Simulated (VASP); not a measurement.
PbSe (Clausthalite):

```
CELL_PARAMETERS angstrom
0.00000 3.06065 3.06065
3.06065 0.00000 3.06065
3.06065 3.06065 0.00000
ATOMIC_POSITIONS crystal
Pb 0.00000 0.00000 0.00000
Se 0.50000 0.50000 0.50000
```

Base run:

| Quantity | Value |
| --- | --- |
| Program | VASP 6.6.1 |
| Functional | PBE |
| Potentials or basis | VASP PAW PBE potentials, release 64 (Pb_d, Se) |
| Cutoff | 520 eV |
| k mesh | 6 × 6 × 6 |
| Occupations | fermi-dirac, width 0.01 eV |
| Spin | no spin polarisation |

Its results: band gap on the k mesh 0.29 eV, direct; pressure 2.4 GPa.

Q: After a change of settings the same cell gave: band gap on the k mesh 0.35 eV, direct; pressure 3.7 GPa. Which change was it?
A. functional from PBE to revPBE
B. functional from PBE to r2SCAN
C. functional from PBE to PBEsol; further incar settings from ALGO = Normal; EDIFF = 1e-06; NBANDS = 17 to ALGO = Normal; EDIFF = 1e-07; NBANDS = 17

A: A.

revPBE binds less tightly than PBE, so the same cell stands under more pressure.

Caveats: spin-orbit coupling is left out, which moves the levels of the heavy elements; the PAW data sets were made with another functional, which shifts forces and pressure a little (some runs).
